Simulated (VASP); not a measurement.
TaN:

```
CELL_PARAMETERS angstrom
0.00000 2.18144 2.18144
2.18144 0.00000 2.18144
2.18144 2.18144 0.00000
ATOMIC_POSITIONS crystal
Ta 0.50000 0.50000 0.50000
N 0.00000 0.00000 0.00000
```

Base run:

* Program: VASP 6.6.1
* Functional: r2SCAN
* Potentials or basis: VASP PAW PBE potentials, release 64 (Ta_sv_GW, N)
* Cutoff: 660 eV
* k mesh: 10 × 10 × 10
* Occupations: fermi-dirac, width 0.05 eV
* Spin: no spin polarisation

Its results: band gap on the k mesh zero (band 9 reaches 16.25 eV, above the bottom of band 10 at 12.02 eV); pressure 8.3 GPa.

Task: The run is repeated on the same cell with these changes: functional from r2SCAN to PBE; cutoff from 660 eV to 600 eV. What comes out?

Result: Band gap on the k mesh zero (band 9 reaches 16.17 eV, above the bottom of band 10 at 12.02 eV); pressure 13.2 GPa.

Caveats: spin-orbit coupling is left out, which moves the levels of the heavy elements; the PAW data sets were made with another functional, which shifts forces and pressure a little (some runs).
